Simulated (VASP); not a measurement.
**CdS: single point with PBE**

The system is CdS.

```
CELL_PARAMETERS angstrom
0.00000 2.91000 2.91000
2.91000 0.00000 2.91000
2.91000 2.91000 0.00000
ATOMIC_POSITIONS crystal
Cd 0.00000 0.00000 0.00000
S 0.25000 0.25000 0.25000
```

* Program: VASP 6.6.1
* Task: single point
* Functional: PBE
* Potentials or basis: VASP PAW PBE potentials, release 64 (Cd, S)
* Cutoff: 500 eV
* k mesh: 6 × 6 × 6
* Occupations: gaussian, width 0.1 eV
* Spin: no spin polarisation
* Dipole correction: no
* Further INCAR settings: ALGO = Normal; EDIFF = 1e-06; NBANDS = 16

```yaml
Pressure: 3.7 GPa
Band_gap_on_the_k_mesh: 1.16 eV, direct
```

Levels at points of the mesh, in eV from the valence-band top:
| k point | band 6 | band 7 | band 8 | band 9 | band 10 | band 11 | band 12 | band 13 |
| --- | --- | --- | --- | --- | --- | --- | --- | --- |
| (0.00, 0.00, 0.00) | -7.27 | 0.00 | 0.00 | 0.00 | 1.16 | 6.54 | 6.54 | 6.54 |
| (0.50, 0.00, 0.00) | -6.88 | -4.45 | -0.76 | -0.76 | 3.02 | 7.01 | 7.01 | 7.50 |
| (0.50, 0.50, 0.00) | -6.81 | -3.98 | -1.90 | -1.90 | 3.54 | 4.36 | 9.26 | 10.82 |

Wall time 26 s on 1 thread of Intel Xeon 8259CL, with other jobs on the host, peak memory 0.17 GiB.

PBE gaps usually lie below the measured ones, often by a third to a half.
